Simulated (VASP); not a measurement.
# Ga (P2_1/m) in VASP: a series of runs

Ga is run at these levels: PBEsol; tasks: single point.

Everything below comes from runs of VASP 6.6.1. Logs are shortened: lines on timing, memory, paths and dates and some standing lists are left out, and cuts for length are marked.

**1. The cell of the first run**

It takes space group P2_1/m (No. 11, monoclinic). The conventional cell has a = 2.725 Å, b = 3.063 Å, c = 4.241 Å, α = 90.00°, β = 108.80°, γ = 90.00°. Ga (site symmetry m) has 10 Ga at 2.57 to 3.06 Å within 3.4 Å.

**2. Single point, PBEsol (strained and its atoms moved)**

INCAR reads:

```
SYSTEM = Ga
  PREC = Accurate
  ENCUT = 520
  EDIFF = 1E-6
  ISMEAR = 0
  SIGMA = 0.1
  LREAL = .False.
  LASPH = .True.
  NELM = 100
  ALGO = Normal
  ISIF = 2
  LWAVE = .False.
  LCHARG = .True.
  GGA = PS
  LELF = .True.
  LVHAR = .True.
  NBANDS = 20
```

KPOINTS reads:

```
regular mesh
0
Gamma
  16 12 10
  0 0 0
```

POSCAR reads:

```
Ga
1.0
    2.7245484807      0.0000000000     -0.0169761589
    0.0000000000      3.0632177250      0.0000000000
   -1.3417625387      0.0000000000      4.0236202613
Ga
2
Direct
    0.8638994627      0.2500000000      0.2437359242
    0.1361005373      0.7500000000      0.7562640758
```

Potentials or basis: VASP PAW PBE potentials, release 64 (Ga_d).

On the command line:

```bash
> cat potpaw_PBE.64/Ga_d/POTCAR > POTCAR
> mpirun -np 1 vasp_std > vasp.out
```

OUTCAR:

```text
SYSTEM = Ga
   PREC = Accurate
   ENCUT = 520
   EDIFF = 1E-6
   ISMEAR = 0
   LREAL = .False.
   LASPH = .True.
   NELM = 100
   ISIF = 2
   GGA = PS

 ion  position               nearest neighbor table
   1  0.864  0.250  0.244-   2 2.57   2 2.57   2 2.81   2 2.81   2 2.86   2 2.86
   2  0.136  0.750  0.756-   1 2.57   1 2.57   1 2.81   1 2.81   1 2.86   1 2.86

  LATTYP: Found a simple monoclinic cell.
 ALAT       =     2.7246013678
 B/A-ratio  =     1.1242810641
 C/A-ratio  =     1.5556582381
 COS(beta)  =    -0.3203443124

  Lattice vectors:

 A1 = (   2.7245484807,   0.0000000000,  -0.0169761589)
 A2 = (   0.0000000000,  -3.0632177250,   0.0000000000)
 A3 = (  -1.3827859420,   0.0000000000,  -4.0066441024)

Analysis of symmetry for initial positions (statically):
=====================================================================
 Subroutine PRICEL returns:
 Original cell was already a primitive cell.

 Routine SETGRP: Setting up the symmetry group for a
 simple monoclinic supercell.

 Subroutine GETGRP returns: Found  4 space group operations
 (whereof  2 operations were pure point group operations)
 out of a pool of  4 trial point group operations.

The static configuration has the point symmetry S_2 .
 The point group associated with its full space group is C_2h.

Analysis of symmetry for dynamics (positions and initial velocities):
=====================================================================
 Subroutine PRICEL returns:
 Original cell was already a primitive cell.

 Routine SETGRP: Setting up the symmetry group for a
 simple monoclinic supercell.

 Subroutine GETGRP returns: Found  4 space group operations
 (whereof  2 operations were pure point group operations)
 out of a pool of  4 trial point group operations.

The dynamic configuration has the point symmetry S_2 .
 The point group associated with its full space group is C_2h.

 Subroutine INISYM returns: Found  4 space group operations
 (whereof  2 operations are pure point group operations),
 and found     1 'primitive' translations

----------------------------------------------------------------------------------------

                                     Primitive cell

  volume of cell :      33.5109

  direct lattice vectors                    reciprocal lattice vectors
     2.724548481  0.000000000 -0.016976159     0.367797502  0.000000000  0.122649971
     0.000000000  3.063217725  0.000000000     0.000000000  0.326454105  0.000000000
    -1.341762539  0.000000000  4.023620261     0.001551784  0.000000000  0.249049876

  length of vectors
     2.724601368  3.063217725  4.241443943     0.387708677  0.326454105  0.249054710

  position of ions in fractional coordinates (direct lattice)
     0.863899463  0.250000000  0.243735924
     0.136100537  0.750000000  0.756264076

  ion indices of the primitive-cell ions
   primitive index   ion index
                 1           1
                 2           2

----------------------------------------------------------------------------------------

 KPOINTS: regular mesh

Automatic generation of k-mesh.
 Grid dimensions read from file:
 generate k-points for:   16   12   10

 Generating k-lattice:

  Cartesian coordinates                     Fractional coordinates (reciprocal lattice)
     0.022987344  0.000000000  0.007665623     0.062500000  0.000000000 -0.000000000
     0.000000000  0.027204509  0.000000000     0.000000000  0.083333333  0.000000000
     0.000155178  0.000000000  0.024904988     0.000000000  0.000000000  0.100000000

  Length of vectors
     0.024231792  0.027204509  0.024905471

  Shift w.r.t. Gamma in fractional coordinates (k-lattice)
     0.000000000  0.000000000  0.000000000

 Subroutine IBZKPT returns following result:
 ===========================================

 Found    574 irreducible k-points:

 Following reciprocal coordinates:
            Coordinates               Weight
  0.000000  0.000000  0.000000      1.000000
  0.062500  0.000000  0.000000      2.000000
  0.125000  0.000000  0.000000      2.000000
  0.187500  0.000000  0.000000      2.000000
  0.250000  0.000000  0.000000      2.000000
  0.312500  0.000000  0.000000      2.000000
[... 16 lines left out ...]
  0.250000  0.166667  0.000000      4.000000
  0.312500  0.166667  0.000000      4.000000
 [... further k-points ...]
   k-points           NKPTS =    574   k-points in BZ     NKDIM =    574   number of bands    NBANDS=     20
   number of dos      NEDOS =    301   number of ions     NIONS =      2
   total plane-waves  NPLWV =  15360
   dimension x,y,z NGX =    20 NGY =   24 NGZ =   32
   dimension x,y,z NGXF=    40 NGYF=   48 NGZF=   64
   ions per type =               2
   NGX,Y,Z   is equivalent  to a cutoff of  12.20, 13.03, 12.54 a.u.
   NGXF,Y,Z  is equivalent  to a cutoff of  24.41, 26.05, 25.09 a.u.
 SYSTEM =  Ga
   PREC   = accura    normal or accurate (medium, high low for compatibility)
   ISTART =      0    job   : 0-new  1-cont  2-samecut
   ICHARG =      2    charge: 1-file 2-atom 10-const
   ISPIN  =      1    spin polarized calculation?
   LNONCOLLINEAR =      F non collinear calculations
   LSORBIT =      F    spin-orbit coupling
   LASPH  =      T    aspherical Exc in radial PAW
   ENCUT  =  520.0 eV  38.22 Ry    6.18 a.u.   5.07  5.70  7.89*2*pi/ulx,y,z
   NELM   =    100;   NELMIN=  2; NELMDL= -5     # of ELM steps
   EDIFF  = 0.1E-05   stopping-criterion for ELM
   LREAL  =      F    real-space projection
   EDIFFG = 0.1E-04   stopping-criterion for IOM
   NSW    =      0    number of steps for IOM
   IBRION =     -1    ionic relax: 0-MD 1-quasi-New 2-CG
   NFREE  =      0    steps in history (QN), initial steepest desc. (CG)
   ISIF   =      2    stress and relaxation
   ISYM   =      2    0-nonsym 1-usesym 2-fastsym
   POTIM  = 0.5000    time-step for ionic-motion
   TEBEG  =    0.0;   TEEND  =   0.0 temperature during run
   PSTRESS=    0.0 pullay stress
   NELECT =      26.0000    total number of electrons
   NUPDOWN=      -1.0000    fix difference up-down
   EMIN   =  10.00;   EMAX   =-10.00  energy-range for DOS
   EFERMI =   0.00;   METHOD = LEGACY
   ISMEAR =     0;   SIGMA  =   0.10  broadening in eV -4-tet -1-fermi 0-gaus
   EFERMI_NEDOS =   21; number of points for ismear=-14 and -15
   IALGO  =     38    algorithm
   IMIX   =      4    mixing-type and parameters
     AMIX     =   0.40;   BMIX     =  1.00
     AMIX_MAG =   1.60;   BMIX_MAG =  1.00
  volume/ion in A,a.u.               =      16.76       113.07
  Fermi-wavevector in a.u.,A,eV,Ry     =   1.504310  2.842733 30.789272  2.262948
  Thomas-Fermi vector in A             =   2.615306
   LORBIT       =      0    0 simple, 1 ext, 2 COOP (PROOUT), +10 PAW based schemes
   GGA     = PS    functional components
   LHFCALC =     F    Hartree Fock is set to
   AEXX    =    0.0000 exact exchange contribution
   IVDW    =     0    specifies the selected vdW correction
   LEPSILON=     F    determine dielectric tensor
   LRPA    =     F    only Hartree local field effects (RPA)
 non-spin polarized calculation
 Gauss-broadening in eV      SIGMA  =   0.10
  energy-cutoff  :      520.00
  volume of cell :       33.51
 maximum number of plane-waves:       915
   NGX = 11   NGY = 11   NGZ = 15

 number of electron      26.0000006 magnetization

 Free energy of the ion-electron system (eV)
  ---------------------------------------------------
  ext. energy  EPLUGINS =         0.00000000
  ---------------------------------------------------
  free energy    TOTEN  =        -6.61276956 eV

  energy without entropy =       -6.60885676  energy(sigma->0) =       -6.61081316

 E-fermi :   6.6457     XC(G=0): -11.7236

 val. band max:        6.6338365880   @ k =   0.0000   0.5000   0.1000
 cond. band min:       6.6494718204   @ k =   0.5000   0.3333   0.0000
 fundamental gap:      0.0156352324
 Fermi energy:         6.6456518416

 k-point     1 :       0.0000    0.0000    0.0000
  band No.  band energies     occupation
      1      -8.7641      2.00000
      2      -8.7286      2.00000
      3      -8.6921      2.00000
      4      -8.6437      2.00000
      5      -8.3243      2.00000
      6      -8.3074      2.00000
[... 12 lines left out ...]
     19      18.5417      0.00000
     20      19.5457      0.00000

 k-point     2 :       0.0625    0.0000    0.0000
  band No.  band energies     occupation
      1      -8.7583      2.00000
      2      -8.7246      2.00000
      3      -8.6837      2.00000
      4      -8.6248      2.00000
      5      -8.3381      2.00000
      6      -8.3093      2.00000
[... 12 lines left out ...]
     19      19.1300      0.00000
     20      20.6777      0.00000

 k-point     3 :       0.1250    0.0000    0.0000
  band No.  band energies     occupation
      1      -8.7421      2.00000
      2      -8.7130      2.00000
      3      -8.6586      2.00000
      4      -8.5740      2.00000
      5      -8.3708      2.00000
      6      -8.3330      2.00000
[... 12 lines left out ...]
     19      19.3985      0.00000
     20      22.4215      0.00000

 k-point     4 :       0.1875    0.0000    0.0000
  band No.  band energies     occupation
      1      -8.7183      2.00000
      2      -8.6957      2.00000
      3      -8.6217      2.00000
      4      -8.5093      2.00000
      5      -8.4072      2.00000
      6      -8.3685      2.00000
[... 12 lines left out ...]
     19      19.5765      0.00000
     20      23.1636      0.00000

 k-point     5 :       0.2500    0.0000    0.0000
  band No.  band energies     occupation
      1      -8.6906      2.00000
      2      -8.6752      2.00000
      3      -8.5854      2.00000
      4      -8.4972      2.00000
      5      -8.4106      2.00000
      6      -8.3909      2.00000
[... 12 lines left out ...]
     19      19.7839      0.00000
     20      23.0413      0.00000
[... 353 lines left out ...]
      6      -8.3856      2.00000
[... 12 lines left out ...]
     19      17.9327      0.00000
     20      23.0428      0.00000

 k-point    22 :       0.1875    0.1667    0.0000
  band No.  band energies     occupation
      1      -8.7142      2.00000
      2      -8.6557      2.00000
      3      -8.6054      2.00000
      4      -8.4939      2.00000
      5      -8.4677      2.00000
      6      -8.3915      2.00000
[... 12 lines left out ...]
     19      18.2928      0.00000
     20      21.5503      0.00000

 k-point    23 :       0.2500    0.1667    0.0000
  band No.  band energies     occupation
      1      -8.6984      2.00000
      2      -8.6327      2.00000
      3      -8.5667      2.00000
      4      -8.5193      2.00000
      5      -8.4581      2.00000
      6      -8.3777      2.00000
[... 12 lines left out ...]
     19      18.8017      0.00000
     20      19.8935      0.00000

 k-point    24 :       0.3125    0.1667    0.0000
  band No.  band energies     occupation
      1      -8.6909      2.00000
      2      -8.6141      2.00000
      3      -8.5638      2.00000
      4      -8.5307      2.00000
      5      -8.4549      2.00000
      6      -8.4018      2.00000
[... 12 lines left out ...]
     19      18.7745      0.00000
     20      20.0938      0.00000

 [... further k-points ...]
[... 5 lines left out ...]
  --------------------------------------------------------------------------------------
  -------------------------------------------------------------------------------------
  Total        0.2760748      1.4913961      1.4507083      0.0000000      0.0000000     -0.0210295
  in kB       13.1993105     71.3045926     69.3592836      0.0000000      0.0000000     -1.0054346
  external PRESSURE =      51.2877289 kB  Pullay stress =       0.0000000 kB

 VOLUME and BASIS-vectors are now :
 -----------------------------------------------------------------------------
  energy-cutoff  :      520.00
  volume of cell :       33.51
      direct lattice vectors                 reciprocal lattice vectors
     2.724548481  0.000000000 -0.016976159     0.367797502  0.000000000  0.122649971
     0.000000000  3.063217725  0.000000000     0.000000000  0.326454105  0.000000000
    -1.341762539  0.000000000  4.023620261     0.001551784  0.000000000  0.249049876

 POSITION                                       TOTAL-FORCE (eV/Angst)
 -----------------------------------------------------------------------------------
      2.02670      0.76580      0.96604        -0.005396      0.000000     -0.519104
     -0.64391      2.29741      3.04061         0.005396      0.000000      0.519104
 -----------------------------------------------------------------------------------
    total drift:                                0.000000     -0.000000     -0.000000

  FREE ENERGIE OF THE ION-ELECTRON SYSTEM (eV)
  ---------------------------------------------------
  free  energy   TOTEN  =        -6.6127695586 eV

  energy  without entropy=       -6.6088567633  energy(sigma->0) =       -6.61081316
```

It took 2.3 min on 1 thread of Intel Xeon Platinum 8488C (Sapphire Rapids), shared host; peak memory 0.38 GiB.

What came out:

```yaml
Free_energy: -6.6128 eV
Pressure: 5.1 GPa
Largest_force: 0.519 eV/Å
Band_gap_on_the_k_mesh: zero (band 13 reaches 12.17 eV, above the bottom of band 14 at 1.63 eV)
```

Forces on the atoms (eV/Å):
```
Ga  -0.005  0.000 -0.519
Ga   0.005  0.000  0.519
```

Caveat: the cell differs from its parent crystal (strained and its atoms moved); the PAW data sets were made with another functional, which shifts forces and pressure a little.

(Continued in part 2 of 2.)
